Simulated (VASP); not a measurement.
Write the native input for VASP 6.6.1 that does the following.

| Property | Result |
| --- | --- |
| Task | single point |
| Functional | RPBE |
| Potentials or basis | VASP PAW PBE potentials, release 64 (Sb, Mn_pv) |
| Cutoff | 520 eV |
| k mesh | 7 × 7 × 5 |
| Occupations | fermi-dirac, width 0.05 eV |
| Spin | collinear spin, ferromagnetic start |
| Starting moments | [0.0, 0.0, 4.0, 4.0] μB |
| Dipole correction | no |
| Further INCAR settings | ALGO = Normal; EDIFF = 1e-07; NBANDS = 30 |

The structure of MnSb lies in POSCAR:

```
MnSb
1.0
    4.0939120434      0.0000000000      0.0000000000
   -2.0469560217      3.5454318304      0.0000000000
    0.0000000000      0.0000000000      5.7018823159
Sb Mn
2 2
Direct
    0.6666666667      0.3333333333      0.7500000000
    0.3333333333      0.6666666667      0.2500000000
    0.0000000000      0.0000000000      0.5000000000
    0.0000000000      0.0000000000      0.0000000000
```

One way to write it, as run:

INCAR

```
ALGO     = Normal         # electronic algorithm
EDIFF    = 1E-7           # SCF threshold, eV
ENCUT    = 520            # plane-wave cutoff, eV
GGA      = RP             # functional
ISIF     = 2              # what is computed and relaxed
ISMEAR   = -1             # smearing method
ISPIN    = 2              # spin polarisation
LASPH    = T              # aspherical terms in the spheres
LCHARG   = T              # write CHGCAR
LELF     = T              # ELF
LMAXMIX  = 4              # l up to which the mixer works
LORBIT   = 11             # projections on sites
LREAL    = F              # projectors in reciprocal space
LVHAR    = T            
LWAVE    = F              # write WAVECAR
MAGMOM   = 0 0 4 4        # initial moments
NBANDS   = 30             # bands
NELM     = 150            # most SCF steps
PREC     = Accurate       # precision mode
SIGMA    = 0.05           # smearing width, eV
```

KPOINTS

```
k-points
0
Gamma
  7 7 5
```

Potentials or basis: VASP PAW PBE potentials, release 64 (Sb, Mn_pv).

Launch:

```console
$ cat potpaw_PBE.64/Sb/POTCAR potpaw_PBE.64/Mn_pv/POTCAR > POTCAR
$ mpirun -np 1 vasp_std > vasp.out
```

Results of the run:

```
Pressure                                              : 1.7 GPa
Net moment                                            : 6.55 μB per cell
Site moments                                          : Sb -0.13; Mn +3.33 μB
Valence electrons inside the program's atomic spheres : Sb 2.46; Mn 11.55
```

Caveat: the PAW data sets were made with another functional, which shifts forces and pressure a little; only a ferromagnetic start was run, and an antiferromagnetic order may lie lower in energy.

Run time: 3.7 min on 1 thread of Oxide Virtual Turin-like Processor, with other jobs on the host, peak memory 0.23 GiB.
